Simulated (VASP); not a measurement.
Write the native input for VASP 6.6.1 that does the following.

```yaml
Task: single point
Functional: r2SCAN
Potentials_or_basis: VASP PAW PBE potentials, release 64 (Y_sv)
Cutoff: 550 eV
k_mesh: 11 × 11 × 11
Occupations: fermi-dirac, width 0.1 eV
Spin: no spin polarisation
Dipole_correction: no
Further_INCAR_settings: ALGO = Normal; EDIFF = 1e-06; NBANDS = 12
```

Crystal: Y.

```
Y
1.0
     3.13028    0.00000    0.00000
     0.00000    3.13028    0.00000
     0.00000    0.00000    3.13028
Y
1
Direct
  0.00000 0.00000 0.00000
```

This isn't the form of Y at room conditions, which is hcp.

One way to write it, as run:

POSCAR

```
Y
1.0
    3.1302849464      0.0000000000      0.0000000000
    0.0000000000      3.1302849464      0.0000000000
    0.0000000000      0.0000000000      3.1302849464
Y
1
Direct
    0.0000000000      0.0000000000      0.0000000000
```

INCAR.step1

```
ALGO = Normal
EDIFF = 1E-5
ENCUT = 550
GGA = PE
GGA_COMPAT = False
ISMEAR = -1
LASPH = True
LCHARG = False
LREAL = False
LWAVE = True
NBANDS = 12
NELM = 120
PREC = Accurate
SIGMA = 0.1
```

INCAR.step2

```
ALGO = Normal
EDIFF = 1E-6
ENCUT = 550
GGA_COMPAT = False
ISIF = 2
ISMEAR = -1
ISTART = 1
LASPH = True
LCHARG = True
LELF = True
LMIXTAU = True
LREAL = False
LVHAR = True
LWAVE = False
METAGGA = R2SCAN
NBANDS = 12
NELM = 120
PREC = Accurate
SIGMA = 0.1
```

KPOINTS

```
k-points
0
Gamma
  11 11 11
```

Potentials or basis: VASP PAW PBE potentials, release 64 (Y_sv).

Command:

```sh
$ cat potpaw_PBE.64/Y_sv/POTCAR > POTCAR
$ cp INCAR.step1 INCAR
$ mpirun -np 1 vasp_std > vasp.out
$ cp INCAR.step2 INCAR
$ mpirun -np 1 vasp_std > vasp.out
```

Results of the run:

```json
{"Pressure": "4.0 GPa", "Band gap on the k mesh": "zero (an odd number of electrons rules out a gap without spin polarisation)"}
```

Caveat: the cell stands under pressure; the PAW data sets were made with another functional, which shifts forces and pressure a little.

It took 2.1 min on 1 thread of AMD EPYC 7R13, on a shared host, peak memory 0.14 GiB.
